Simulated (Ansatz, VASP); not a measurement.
# One calculation of Na4Ru, two programs

```
CELL_PARAMETERS angstrom
5.42230 0.00000 0.00000
0.00000 5.42230 0.00000
0.00000 0.00000 5.42230
ATOMIC_POSITIONS crystal
Na 0.00000 0.50000 0.50000
Na 0.50000 0.00000 0.50000
Na 0.50000 0.50000 0.00000
Na 0.50000 0.50000 0.50000
Ru 0.00000 0.00000 0.00000
```

Alike in both runs: functional PBE; k mesh 8 × 8 × 8; occupations gaussian, width 0.1 eV; collinear spin.

Ansatz relaxed the structure, and its values are those at the end. VASP's run is a single point on that final structure, the one shown.

```csv
,VASP,Ansatz
version,VASP 6.6.1,Ansatz 0.2.0
potentials or method,"VASP PAW PBE potentials, release 64 (Na_pv, Ru_pv), cutoff 520 eV","scalar-relativistic, plane waves, PAW"
valence electrons in the cell,42,52
```

```csv
,VASP,Ansatz,Ansatz less VASP
gap on the k mesh at the Fermi level (eV),none,none,-
pressure (GPa),0.0,0.0,0.00
net moment per atom (μB),0.45,0.45,0.000
size of the moment on the site where the two differ most (μB),2.16,2.39,+0.230
```

Site moments also hang on the region over which each program counts them. A gap of «none» marks a metal or a gap that the smearing closes. VASP's potentials hold 42 valence electrons a cell and Ansatz's 52, so a difference there can come from the potentials and not from the codes.
